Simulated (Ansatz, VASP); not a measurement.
## WBrCl3 in VASP and in Ansatz

Contents of INCAR:

```
SYSTEM = WBrCl3
PREC = Accurate
ENCUT = 520
EDIFF = 1E-6
ISMEAR = 0
SIGMA = 0.1
LREAL = .False.
LASPH = .True.
NELM = 100
ALGO = Normal
ISIF = 2
LWAVE = .False.
LCHARG = .False.
GGA = PE
NBANDS = 53
```

File KPOINTS:

```
regular mesh
0
Gamma
  4 4 4
  0 0 0
```

File POSCAR:

```
WBrCl3
1.0
    0.0000000000      5.3786330000      5.3786330000
    5.3786330000      0.0000000000      5.3786330000
    5.3786330000      5.3786330000      0.0000000000
W Br Cl
2 2 6
Direct
    0.5000000000      0.5000000000      0.5000000000
    0.0000000000      0.0000000000      0.0000000000
    0.7500000000      0.7500000000      0.7500000000
    0.2500000000      0.2500000000      0.2500000000
    0.7602279900      0.2397720100      0.2397720100
    0.2397720100      0.2397720100      0.7602279900
    0.2397720100      0.7602279900      0.7602279900
    0.2397720100      0.7602279900      0.2397720100
    0.7602279900      0.2397720100      0.7602279900
    0.7602279900      0.7602279900      0.2397720100
```

Input for Ansatz:

```yaml
crystal:
  lattice:
    - [0.0, 5.378633, 5.378633]
    - [5.378633, 0.0, 5.378633]
    - [5.378633, 5.378633, 0.0]
  atoms:
    - { symbol: W, position: [0.5, 0.5, 0.5] }
    - { symbol: W, position: [0.0, 0.0, 0.0] }
    - { symbol: Br, position: [0.75, 0.75, 0.75] }
    - { symbol: Br, position: [0.25, 0.25, 0.25] }
    - { symbol: Cl, position: [0.76022799, 0.23977201, 0.23977201] }
    - { symbol: Cl, position: [0.23977201, 0.23977201, 0.76022799] }
    - { symbol: Cl, position: [0.23977201, 0.76022799, 0.76022799] }
    - { symbol: Cl, position: [0.23977201, 0.76022799, 0.23977201] }
    - { symbol: Cl, position: [0.76022799, 0.23977201, 0.76022799] }
    - { symbol: Cl, position: [0.76022799, 0.76022799, 0.23977201] }
basis:
  ecutwfc: 420
kpoints:
  mp_grid: { grid: [4, 4, 4] }
hamiltonian:
  xc: pbe
scf:
  occupations: { method: gaussian, width: 0.1 }
  lower_state_search: "off"
output:
  forces: true
  stress: true
  eigenvalues: true
```

Change from the starting cell: species swapped into the CsInI3 type (Fm-3m, No. 225).

Alike in both runs: task single point; functional PBE; k mesh 4 × 4 × 4; occupations gaussian, width 0.1 eV; no spin polarisation.

|  | VASP | Ansatz |
| --- | --- | --- |
| version | VASP 6.6.1 | Ansatz 0.2.0 |
| potentials or method | VASP PAW PBE potentials, release 64 (W_sv, Br, Cl), cutoff 520 eV | scalar-relativistic, plane waves, PAW |
| valence electrons in the cell | 84 | 84 |

Ansatz gave:

```
gap on the k mesh at the Fermi level (eV) : none
pressure (GPa)                            : -10.1
rms of the force components (eV/Å)        : 0.072
```

Task: Estimate VASP's values.

Result: gap on the k mesh at the Fermi level (eV): none; pressure (GPa): -10.2; rms of the force components (eV/Å): 0.073.

Atom by atom the forces differ by 0.001 eV/Å (rms over components). A gap of «none» marks a metal or a gap that the smearing closes.

Neither program's run includes spin-orbit coupling.
